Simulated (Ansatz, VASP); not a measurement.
## Two plane-wave programs on Si

```
Si
1.0
    -1.74514    1.74514    5.09888
     1.74514   -1.74514    5.09888
     1.74514    1.74514   -5.09888
Si
4
Direct
  0.78632 0.78632 0.00000
  0.53632 0.03632 0.50000
  0.21368 0.21368 0.00000
  0.96368 0.46368 0.50000
```

Alike in both runs: functional PBE; k mesh 8 × 8 × 8; occupations gaussian, width 0.1 eV; no spin polarisation.

Ansatz relaxed the structure, and its values are those at the end. VASP's run is a single point on that final structure, the one shown.

|  | VASP | Ansatz |
| --- | --- | --- |
| version | VASP 6.6.1 | Ansatz 0.2.0 |
| potentials or method | VASP PAW PBE potentials, release 64 (Si), cutoff 520 eV | scalar-relativistic, plane waves, PAW |
| valence electrons in the cell | 16 | 16 |

```csv
,VASP,Ansatz,Ansatz less VASP
gap on the k mesh at the Fermi level (eV),none,none,-
pressure (GPa),0.1,0.1,+0.05
```

A gap of «none» marks a metal or a gap that the smearing closes.
